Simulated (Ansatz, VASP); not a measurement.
**One calculation of Cu3O2, two programs**

```
CELL_PARAMETERS angstrom
-2.02298 2.02298 3.67362
2.02298 -2.02298 3.67362
2.02298 2.02298 -3.67362
ATOMIC_POSITIONS crystal
Cu 0.00000 0.00000 0.00000
Cu 0.75000 0.25000 0.50000
Cu 0.25000 0.75000 0.50000
O 0.50000 0.00000 0.50000
O 0.00000 0.50000 0.50000
```

Alike in both runs: task relaxation of cell and atoms; functional PBE; k mesh 9 × 9 × 9; occupations fermi-dirac, width 0.05 eV; no spin polarisation.

```csv
,VASP,Ansatz
version,VASP 6.6.1,Ansatz 0.2.0
potentials or method,"VASP PAW PBE potentials, release 64 (Cu, O)",Ansatz PAW
plane-wave cutoff (eV),600,420
valence electrons in the cell,45,69
```

|  | VASP | Ansatz | Ansatz less VASP |
| --- | --- | --- | --- |
| gap on the k mesh at the Fermi level, each at its own relaxed structure (eV) | none | none | - |
| relaxed volume (Å³/atom) | 12.19 | 12.14 | -0.047 |
| relaxed cell length with the largest relative difference (Å) | 4.672 | 4.663 | -0.0091 |

A gap of «none» marks a metal or a gap that the smearing closes. VASP's potentials hold 45 valence electrons a cell and Ansatz's 69, so a difference there can come from the potentials and not from the codes.

Noted on Ansatz's run: the plane-wave basis is chosen anew once the cell has moved, so the energies of steps on either side of that aren't comparable.
